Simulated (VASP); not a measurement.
# Si2Mo (P6_222) in VASP: notebook

Runs on Si2Mo. Level: PBEsol. Tasks: single point.

Everything below comes from runs of VASP 6.6.1. Logs are shortened: lines on timing, memory, paths and dates and some standing lists are left out, and cuts for length are marked.

### 1 The cell of the first run

The structure is hexagonal, space group P6_222 (No. 180). The conventional cell has a = 4.574 Å, b = 4.574 Å, c = 6.567 Å, α = 90.00°, β = 90.00°, γ = 120.00°. Si (site symmetry 2) has 9 Si at 2.55 to 3.19 Å and 5 Mo at 2.56 to 2.66 Å within 3.4 Å. Mo (site symmetry 222) has 10 Si at 2.56 to 2.66 Å and 4 Mo at 3.17 Å within 3.4 Å.

### 2 Single point, PBEsol

Input file INCAR:

```
SYSTEM = Si2Mo
ALGO = Normal
EDIFF = 1E-6
ENCUT = 520
GGA = PS
ISIF = 2
ISMEAR = 0
LASPH = .True.
LCHARG = .False.
LREAL = Auto
LWAVE = .False.
NBANDS = 81
NELM = 80
PREC = Accurate
SIGMA = 0.15
```

Input file KPOINTS:

```
k-points
0
Gamma
  10 10 3
  0 0 0
```

Input file POSCAR:

```
Si2Mo
1.0
   -4.5744403910      0.0000000000      0.0000000000
   -2.2872201955     -3.9615815867      0.0000000000
    0.0000000000      0.0000000000     13.1331144996
Si Mo
12 6
Direct
    0.6716638696      0.1641680652      0.4166666667
    0.6716638696      0.1641680652      0.9166666667
    0.8358319348      0.8358319348      0.0833333333
    0.8358319348      0.8358319348      0.5833333333
    0.8358319348      0.3283361304      0.2500000000
    0.8358319348      0.3283361304      0.7500000000
    0.3283361304      0.8358319348      0.4166666667
    0.3283361304      0.8358319348      0.9166666667
    0.1641680652      0.1641680652      0.0833333333
    0.1641680652      0.1641680652      0.5833333333
    0.1641680652      0.6716638696      0.2500000000
    0.1641680652      0.6716638696      0.7500000000
    0.5000000000      1.0000000000      0.2500000000
    0.5000000000      1.0000000000      0.7500000000
    0.5000000000      0.5000000000      0.0833333333
    0.5000000000      0.5000000000      0.5833333333
    0.0000000000      0.5000000000      0.4166666667
    0.0000000000      0.5000000000      0.9166666667
```

Potentials or basis: VASP PAW PBE potentials, release 64 (Si, Mo_sv).

The run is started by

```sh
$ cat potpaw_PBE.64/Si/POTCAR potpaw_PBE.64/Mo_sv/POTCAR > POTCAR
$ mpirun -np 1 vasp_std > vasp.out
```

OUTCAR:

```text
SYSTEM = Si2Mo
   EDIFF = 1E-6
   ENCUT = 520
   GGA = PS
   ISIF = 2
   ISMEAR = 0
   LASPH = .True.
   LREAL = Auto
   NELM = 80
   PREC = Accurate

 ion  position               nearest neighbor table
   1  0.672  0.164  0.417-   4 2.55   5 2.55  16 2.56  13 2.56   7 2.60  17 2.63  17 2.63  17 2.66
                             7 2.66   7 2.66  10 3.14  11 3.14
   2  0.672  0.164  0.917-   3 2.55   6 2.55  15 2.56  14 2.56   8 2.60  18 2.63  18 2.63  18 2.66
                             8 2.66   8 2.66   9 3.14  12 3.14
   3  0.836  0.836  0.083-   2 2.55  11 2.55  18 2.56  13 2.56   9 2.60  15 2.63  15 2.63  15 2.66
                             9 2.66   9 2.66   8 3.14   5 3.14
   4  0.836  0.836  0.583-   1 2.55  12 2.55  17 2.56  14 2.56  10 2.60  16 2.63  16 2.63  16 2.66
                            10 2.66  10 2.66   7 3.14   6 3.14
   5  0.836  0.328  0.250-   1 2.55   9 2.55  15 2.56  17 2.56  11 2.60  13 2.63  13 2.63  13 2.66
                            11 2.66  11 2.66   7 3.14   3 3.14
   6  0.836  0.328  0.750-   2 2.55  10 2.55  16 2.56  18 2.56  12 2.60  14 2.63  14 2.63  14 2.66
                            12 2.66  12 2.66   8 3.14   4 3.14
   7  0.328  0.836  0.417-  10 2.55  11 2.55  16 2.56  13 2.56   1 2.60  17 2.63  17 2.63  17 2.66
                             1 2.66   1 2.66   4 3.14   5 3.14
   8  0.328  0.836  0.917-   9 2.55  12 2.55  15 2.56  14 2.56   2 2.60  18 2.63  18 2.63  18 2.66
                             2 2.66   2 2.66   3 3.14   6 3.14
   9  0.164  0.164  0.083-   8 2.55   5 2.55  18 2.56  13 2.56   3 2.60  15 2.63  15 2.63  15 2.66
[... 5 lines left out ...]
  12  0.164  0.672  0.750-   8 2.55   4 2.55  16 2.56  18 2.56   6 2.60  14 2.63  14 2.63  14 2.66
                             6 2.66   6 2.66  10 3.14   2 3.14
  13  0.500  0.000  0.250-   3 2.56   9 2.56   7 2.56   1 2.56   5 2.63  11 2.63  11 2.63   5 2.63
                             5 2.66  11 2.66  15 3.17  17 3.17  15 3.17  17 3.17
  14  0.500  0.000  0.750-   4 2.56  10 2.56   8 2.56   2 2.56   6 2.63  12 2.63  12 2.63   6 2.63
                             6 2.66  12 2.66  16 3.17  18 3.17  16 3.17  18 3.17
  15  0.500  0.500  0.083-   2 2.56   8 2.56   5 2.56  11 2.56   9 2.63   3 2.63   9 2.63   3 2.63
                             9 2.66   3 2.66  18 3.17  18 3.17  13 3.17  13 3.17
  16  0.500  0.500  0.583-   1 2.56   7 2.56   6 2.56  12 2.56  10 2.63   4 2.63  10 2.63   4 2.63
                            10 2.66   4 2.66  17 3.17  17 3.17  14 3.17  14 3.17
  17  0.000  0.500  0.417-   4 2.56  10 2.56   5 2.56  11 2.56   1 2.63   7 2.63   7 2.63   1 2.63
                             1 2.66   7 2.66  16 3.17  16 3.17  13 3.17  13 3.17
  18  0.000  0.500  0.917-   3 2.56   9 2.56   6 2.56  12 2.56   2 2.63   8 2.63   8 2.63   2 2.63
                             2 2.66   8 2.66  15 3.17  15 3.17  14 3.17  14 3.17

  LATTYP: Found a hexagonal cell.
 ALAT       =     4.5744403910
 C/A-ratio  =     2.8709772949

  Lattice vectors:

 A1 = (   2.2872201955,   3.9615815867,   0.0000000000)
 A2 = (  -4.5744403910,   0.0000000000,   0.0000000000)
 A3 = (   0.0000000000,   0.0000000000,  13.1331144996)

Analysis of symmetry for initial positions (statically):
=====================================================================
 Subroutine PRICEL returns following result:

  LATTYP: Found a hexagonal cell.
 ALAT       =     4.5744403910
 C/A-ratio  =     1.4354886475

  Lattice vectors:

 A1 = (   2.2872201955,   3.9615815867,   0.0000000000)
 A2 = (  -4.5744403910,   0.0000000000,   0.0000000000)
 A3 = (   0.0000000000,   0.0000000000,   6.5665572498)

   2 primitive cells build up your supercell.

 Routine SETGRP: Setting up the symmetry group for a
 hexagonal supercell.

 Subroutine GETGRP returns: Found 12 space group operations
 (whereof  4 operations were pure point group operations)
 out of a pool of 24 trial point group operations.

The static configuration has the point symmetry D_2 .
 The point group associated with its full space group is D_6 .

Analysis of symmetry for dynamics (positions and initial velocities):
=====================================================================
 Subroutine PRICEL returns following result:

  LATTYP: Found a hexagonal cell.
 ALAT       =     4.5744403910
 C/A-ratio  =     1.4354886475

  Lattice vectors:

 A1 = (   2.2872201955,   3.9615815867,   0.0000000000)
 A2 = (  -4.5744403910,   0.0000000000,   0.0000000000)
 A3 = (   0.0000000000,   0.0000000000,   6.5665572498)

   2 primitive cells build up your supercell.

 Routine SETGRP: Setting up the symmetry group for a
 hexagonal supercell.

 Subroutine GETGRP returns: Found 12 space group operations
 (whereof  4 operations were pure point group operations)
 out of a pool of 24 trial point group operations.

The dynamic configuration has the point symmetry D_2 .
 The point group associated with its full space group is D_6 .

 Subroutine INISYM returns: Found 12 space group operations
 (whereof  4 operations are pure point group operations),
 and found     2 'primitive' translations

----------------------------------------------------------------------------------------

                                     Primitive cell

  volume of cell :     118.9993

  direct lattice vectors                    reciprocal lattice vectors
     2.287220196  3.961581587  0.000000000     0.000000000  0.252424437  0.000000000
    -4.574440391  0.000000000  0.000000000    -0.218605975  0.126212218  0.000000000
     0.000000000  0.000000000  6.566557250     0.000000000  0.000000000  0.152286801

  length of vectors
     4.574440391  4.574440391  6.566557250     0.252424437  0.252424437  0.152286801

  position of ions in fractional coordinates (direct lattice)
     0.835831935  0.671663870  0.833333333
     0.164168065  0.835831935  0.166666667
     0.671663870  0.835831935  0.500000000
     0.164168065  0.328336130  0.833333333
     0.835831935  0.164168065  0.166666667
     0.328336130  0.164168065  0.500000000
     0.000000000  0.500000000  0.500000000
     0.500000000  0.500000000  0.166666667
     0.500000000  1.000000000  0.833333333

  ion indices of the primitive-cell ions
   primitive index   ion index
                 1           1
                 2           4
                 3           5
                 4           7
                 5          10
                 6          11
                 7          13
                 8          16
                 9          17

----------------------------------------------------------------------------------------

 KPOINTS: k-points

Automatic generation of k-mesh.
 Grid dimensions read from file:
 generate k-points for:   10   10    3

 Generating k-lattice:

  Cartesian coordinates                     Fractional coordinates (reciprocal lattice)
    -0.021860597  0.012621222  0.000000000     0.100000000 -0.000000000  0.000000000
     0.000000000 -0.025242444  0.000000000     0.000000000  0.100000000  0.000000000
     0.000000000  0.000000000  0.025381134     0.000000000  0.000000000  0.333333333

  Length of vectors
     0.025242444  0.025242444  0.025381134

  Shift w.r.t. Gamma in fractional coordinates (k-lattice)
     0.000000000  0.000000000  0.000000000

 Subroutine IBZKPT returns following result:
 ===========================================

 Found     28 irreducible k-points:

 Following reciprocal coordinates:
            Coordinates               Weight
  0.000000  0.000000  0.000000      1.000000
  0.100000  0.000000  0.000000      6.000000
  0.200000  0.000000  0.000000      6.000000
  0.300000  0.000000  0.000000      6.000000
  0.400000  0.000000  0.000000      6.000000
  0.500000  0.000000  0.000000      3.000000
[... 16 lines left out ...]
  0.400000  0.100000  0.333333     24.000000
  0.500000  0.100000  0.333333     24.000000
 [... further k-points ...]
   k-points           NKPTS =     28   k-points in BZ     NKDIM =     28   number of bands    NBANDS=     81
   number of dos      NEDOS =    301   number of ions     NIONS =     18
   total plane-waves  NPLWV = 127008
   dimension x,y,z NGX =    36 NGY =   36 NGZ =   98
   dimension x,y,z NGXF=    72 NGYF=   72 NGZF=  196
   ions per type =              12   6
   NGX,Y,Z   is equivalent  to a cutoff of  13.08, 13.08, 12.41 a.u.
   NGXF,Y,Z  is equivalent  to a cutoff of  26.17, 26.17, 24.81 a.u.
 SYSTEM =  Si2Mo
   PREC   = accura    normal or accurate (medium, high low for compatibility)
   ISTART =      0    job   : 0-new  1-cont  2-samecut
   ICHARG =      2    charge: 1-file 2-atom 10-const
   ISPIN  =      1    spin polarized calculation?
   LNONCOLLINEAR =      F non collinear calculations
   LSORBIT =      F    spin-orbit coupling
   LASPH  =      T    aspherical Exc in radial PAW
   ENCUT  =  520.0 eV  38.22 Ry    6.18 a.u.   8.51  8.51 24.42*2*pi/ulx,y,z
   NELM   =     80;   NELMIN=  2; NELMDL= -5     # of ELM steps
   EDIFF  = 0.1E-05   stopping-criterion for ELM
   LREAL  =      T    real-space projection
   EDIFFG = 0.1E-04   stopping-criterion for IOM
   NSW    =      0    number of steps for IOM
   IBRION =     -1    ionic relax: 0-MD 1-quasi-New 2-CG
   NFREE  =      0    steps in history (QN), initial steepest desc. (CG)
   ISIF   =      2    stress and relaxation
   ISYM   =      2    0-nonsym 1-usesym 2-fastsym
   POTIM  = 0.5000    time-step for ionic-motion
   TEBEG  =    0.0;   TEEND  =   0.0 temperature during run
   PSTRESS=    0.0 pullay stress
   NELECT =     132.0000    total number of electrons
   NUPDOWN=      -1.0000    fix difference up-down
   EMIN   =  10.00;   EMAX   =-10.00  energy-range for DOS
   EFERMI =   0.00;   METHOD = LEGACY
   ISMEAR =     0;   SIGMA  =   0.15  broadening in eV -4-tet -1-fermi 0-gaus
   EFERMI_NEDOS =   21; number of points for ismear=-14 and -15
   IALGO  =     38    algorithm
   IMIX   =      4    mixing-type and parameters
     AMIX     =   0.40;   BMIX     =  1.00
     AMIX_MAG =   1.60;   BMIX_MAG =  1.00
  volume/ion in A,a.u.               =      13.22        89.23
  Fermi-wavevector in a.u.,A,eV,Ry     =   1.345059  2.541793 24.615443  1.809184
  Thomas-Fermi vector in A             =   2.473003
   LORBIT       =      0    0 simple, 1 ext, 2 COOP (PROOUT), +10 PAW based schemes
   GGA     = PS    functional components
   LHFCALC =     F    Hartree Fock is set to
   AEXX    =    0.0000 exact exchange contribution
   IVDW    =     0    specifies the selected vdW correction
   LEPSILON=     F    determine dielectric tensor
   LRPA    =     F    only Hartree local field effects (RPA)
 non-spin polarized calculation
 Gauss-broadening in eV      SIGMA  =   0.15
  energy-cutoff  :      520.00
  volume of cell :      238.00
 maximum number of plane-waves:      6451
 NGX is ok and might be reduce to    36
   NGX = 17   NGY = 17   NGZ = 49

 number of electron     131.9999991 magnetization

 Free energy of the ion-electron system (eV)
  ---------------------------------------------------
  ext. energy  EPLUGINS =         0.00000000
  ---------------------------------------------------
  free energy    TOTEN  =      -149.98418492 eV

  energy without entropy =     -149.98038978  energy(sigma->0) =     -149.98228735

 E-fermi :  12.9632     XC(G=0): -12.5757

 val. band max:       12.9391337706   @ k =   0.5000   0.0000   0.0000
 cond. band min:      12.9739785181   @ k =   0.5000   0.0000   0.0000
 fundamental gap:      0.0348447475
 Fermi energy:        12.9632003378

 k-point     1 :       0.0000    0.0000    0.0000
  band No.  band energies     occupation
      1     -48.1056      2.00000
      2     -48.0950      2.00000
      3     -48.0950      2.00000
      4     -48.0739      2.00000
      5     -48.0739      2.00000
      6     -48.0634      2.00000
[... 1933 lines left out ...]
     77      15.0957      0.00000
     78      15.2303      0.00000

 [... further k-points ...]

 [bands above 78 left out]

------------------------ aborting loop because EDIFF is reached ----------------------------------------

  FORCE on cell =-STRESS in cart. coord.  units (eV):
  Direction    XX          YY          ZZ          XY          YZ          ZX
  --------------------------------------------------------------------------------------
  -------------------------------------------------------------------------------------
  Total        0.5462240      0.5462240      0.5818565      0.0000000      0.0000000      0.0000000
  in kB        3.6771136      3.6771136      3.9169872      0.0000000      0.0000000      0.0000000
  external PRESSURE =       3.7570714 kB  Pullay stress =       0.0000000 kB

 VOLUME and BASIS-vectors are now :
 -----------------------------------------------------------------------------
  energy-cutoff  :      520.00
  volume of cell :      238.00
      direct lattice vectors                 reciprocal lattice vectors
    -4.574440391  0.000000000  0.000000000    -0.218605975  0.126212218  0.000000000
    -2.287220196 -3.961581587  0.000000000     0.000000000 -0.252424437  0.000000000
     0.000000000  0.000000000 13.133114500     0.000000000  0.000000000  0.076143401

 POSITION                                       TOTAL-FORCE (eV/Angst)
 -----------------------------------------------------------------------------------
     -3.44797     -0.65037      5.47213         0.000744     -0.000429      0.000000
     -3.44797     -0.65037     12.03869         0.000744     -0.000429      0.000000
     -5.73520     -3.31122      1.09443         0.000744      0.000429      0.000000
     -5.73520     -3.31122      7.66098         0.000744      0.000429      0.000000
     -4.57444     -1.30073      3.28328         0.000000     -0.000859      0.000000
     -4.57444     -1.30073      9.84984         0.000000     -0.000859      0.000000
[... 10 lines left out ...]
     -1.14361     -1.98079      5.47213         0.000000     -0.000000     -0.000000
     -1.14361     -1.98079     12.03869         0.000000     -0.000000     -0.000000
 -----------------------------------------------------------------------------------
    total drift:                               -0.000000      0.000000      0.000002

  FREE ENERGIE OF THE ION-ELECTRON SYSTEM (eV)
  ---------------------------------------------------
  free  energy   TOTEN  =      -149.9841849171 eV

  energy  without entropy=     -149.9803897753  energy(sigma->0) =     -149.98228735
```

It took 22 min on 1 thread of Intel Xeon 8259CL, shared host; peak memory 0.55 GiB.

Results:

- Free energy: -149.9842 eV
- Pressure: 0.4 GPa
- Band gap on the k mesh: 0.03 eV

Caveat: the PAW data sets were made with another functional, which shifts forces and pressure a little. A k mesh can miss the band edges.

### 3 Single point, PBEsol (11.64 Å³/atom)

Input file INCAR:

```
SYSTEM = Si2Mo
  ALGO = Normal
  EDIFF = 1E-6
  ENCUT = 520
  GGA = PS
  ISIF = 2
  ISMEAR = 0
  LASPH = .True.
  LCHARG = .False.
  LREAL = .False.
  LWAVE = .False.
  NBANDS = 43
  NELM = 100
  PREC = Accurate
  SIGMA = 0.1
```

Input file KPOINTS:

```
k-points
0
Gamma
  12 12 6
  0 0 0
```

Input file POSCAR:

```
Si2Mo
1.0
    4.3754235535      0.0000000000      0.0000000000
   -2.1877117768      3.7892279496      0.0000000000
    0.0000000000      0.0000000000      6.3162040501
Si Mo
6 3
Direct
    0.1639461403      0.8360538597      0.8333333333
    0.3278922806      0.1639461403      0.1666666667
    0.8360538597      0.6721077194      0.5000000000
    0.8360538597      0.1639461403      0.8333333333
    0.6721077194      0.8360538597      0.1666666667
    0.1639461403      0.3278922806      0.5000000000
    0.5000000000      0.0000000000      0.5000000000
    0.0000000000      0.5000000000      0.1666666667
    0.5000000000      0.5000000000      0.8333333333
```

Potentials or basis: VASP PAW PBE potentials, release 64 (Si, Mo_sv).

The run is started by

```sh
$ cat potpaw_PBE.64/Si/POTCAR potpaw_PBE.64/Mo_sv/POTCAR > POTCAR
$ mpirun -np 1 vasp_std > vasp.out
```

It took 1.9 min on 1 thread of Intel Xeon 6975P-C (Granite Rapids), shared host; peak memory 0.4 GiB.

Results (log left out):

| Quantity | Value |
| --- | --- |
| Free energy | -73.4550 eV |
| Pressure | 38.0 GPa |
| Largest force | 0.006 eV/Å |
| Band gap on the k mesh | zero (bands 33 and 34 overlap by 0.05 eV) |

Forces in eV/Å, atoms in the order of the input:
```
Si  -0.005  0.003  0.000
Si  -0.005 -0.003  0.000
Si   0.000  0.006  0.000
Si   0.005 -0.003  0.000
Si   0.005  0.003  0.000
Si   0.000 -0.006  0.000
Mo   0.000  0.000  0.000
Mo   0.000  0.000  0.000
Mo   0.000  0.000  0.000
```

Stress tensor (GPa, compression positive):
```
37.94  0.00  0.00
 0.00 37.94  0.00
 0.00  0.00 38.11
```

Levels at points of the mesh, in eV from the Fermi level:
```
           k point  band 30  band 31  band 32  band 33  band 34  band 35  band 36  band 37
(0.00, 0.00, 0.00)    -3.30    -2.90    -2.17    -1.11     2.42     2.77     2.80     2.80
(0.50, 0.00, 0.00)    -2.63    -1.97    -1.24    -0.83    -0.04     0.80     1.02     1.59
(0.00, 0.00, 0.50)    -2.43    -2.08    -0.95    -0.95     2.42     2.56     2.68     2.68
(0.50, 0.00, 0.50)    -2.96    -2.36    -1.45     0.01     0.66     1.31     1.59     1.64
```

Caveat: the cell stands under pressure; the PAW data sets were made with another functional, which shifts forces and pressure a little.

[end of part 1 of 2]

The gap in the log of VASP goes by the Fermi energy; the results here count the filled bands.